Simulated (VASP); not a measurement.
Runs of VASP 6.6.1 on SnTe. The structure is that of space group Fm-3m (No. 225), or close to it. The cells are those of the table. 

```tsv
task	cell	gap on the mesh (eV)	pressure (GPa)
electric field gradients	a = 4.398, b = 4.398, c = 4.330 Å, angles 60.5, 60.5, 59.0°, 2 atoms	0.29	5.6
single point	a = 4.486, b = 4.486, c = 4.464 Å, angles 60.2, 60.2, 59.7°, 2 atoms	0.41	1.5
single point	a = 4.420, b = 4.420, c = 4.464 Å, angles 59.7, 59.7, 60.7°, 2 atoms	0.41	3.1
single point	a = 4.531, b = 4.531, c = 4.464 Å, angles 60.5, 60.5, 59.0°, 2 atoms	(c)	(b)
single point	a = 4.509, b = 4.509, c = 4.464 Å, angles 60.3, 60.3, 59.3°, 2 atoms	(a)	1.1
```

Alike in all rows: level PBE; potentials or basis VASP PAW PBE potentials, release 64 (Sn_d, Te); no spin polarisation; k mesh 11 × 11 × 11; cutoff (eV) 520; smearing fermi-dirac 0.08 eV.

Q: Estimate the missing entries.

A: (a) 0.39; (b) 0.7; (c) 0.36.

Caveats: semilocal functionals underestimate gaps, and a narrow one can read as zero; spin-orbit coupling is left out, which moves the levels of the heavy elements; the cell stands under pressure (at least some runs).

A k mesh can miss the band edges, and the runs leave out spin-orbit coupling on Sn, Te.
